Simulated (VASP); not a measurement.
Wanted: the native input for a VASP 6.6.1 run.

- Task: single point
- Functional: PBE
- Dispersion: D3(BJ)
- Potentials or basis: VASP PAW PBE potentials, release 64 (Pd)
- Cutoff: 520 eV
- k mesh: 4 × 4 × 1
- Occupations: gaussian, width 0.1 eV
- Spin: no spin polarisation
- Dipole correction: yes
- Further INCAR settings: ALGO = Normal; EDIFF = 1e-07; NBANDS = 72

The structure of Pd lies in POSCAR:

```
Pd
1.0
    5.5001966168      0.0000000000      0.0000000000
   -2.7500983084      4.7633099959      0.0000000000
    0.0000000000      0.0000000000     20.4908917320
Pd
12
Direct
    0.3333333333      0.1666666667      0.3904173671
    0.3333333333      0.6666666667      0.3904173671
    0.8333333333      0.1666666667      0.3904173671
    0.8333333333      0.6666666667      0.3904173671
    0.6666666667      0.3333333333      0.5018901797
    0.6666666667      0.8333333333      0.5018901797
    0.1666666667      0.3333333333      0.5018901797
    0.1666666667      0.8333333333      0.5018901797
    0.0000000000      0.5000000000      0.6133489833
    0.0000000000      0.0000000000      0.6133489833
    0.5000000000      0.5000000000      0.6133489833
    0.5000000000      0.0000000000      0.6133489833
```

One way to write it, as run:

INCAR

```
SYSTEM = Pd
PREC     = Accurate       ! precision mode
ENCUT    = 520            ! plane-wave cutoff, eV
EDIFF    = 1E-7           ! SCF threshold, eV
ISMEAR   = 0              ! smearing method
SIGMA    = 0.1            ! smearing width, eV
LREAL    = .FALSE.        ! projectors in reciprocal space
LASPH    = .TRUE.         ! aspherical terms in the spheres
NELM     = 80             ! most SCF steps
ALGO     = Normal         ! electronic algorithm
ISIF     = 2              ! what is computed and relaxed
LWAVE    = .FALSE.        ! write WAVECAR
LCHARG   = .FALSE.        ! write CHGCAR
LDIPOL   = .TRUE.       
IDIPOL   = 3            
DIPOL    = 0.5 0.5 0.502
GGA      = PE             ! functional
IVDW     = 12             ! dispersion correction
NBANDS   = 72             ! bands
```

KPOINTS

```
regular mesh
0
G
  4 4 1
  0 0 0
```

Potentials or basis: VASP PAW PBE potentials, release 64 (Pd).

Run with:

```sh
$ cat potpaw_PBE.64/Pd/POTCAR > POTCAR
$ mpirun -np 1 vasp_std > vasp.out
```

Results of the run:

- Largest force: 0.014 eV/Å
- Band gap on the k mesh: zero (band 60 reaches -0.03 eV, above the bottom of band 61 at -0.48 eV)
- Dispersion energy per atom: -0.445 eV

Wall time 8 min on 1 thread of Intel Xeon 6975P-C, with other jobs on the host, peak memory 0.62 GiB.
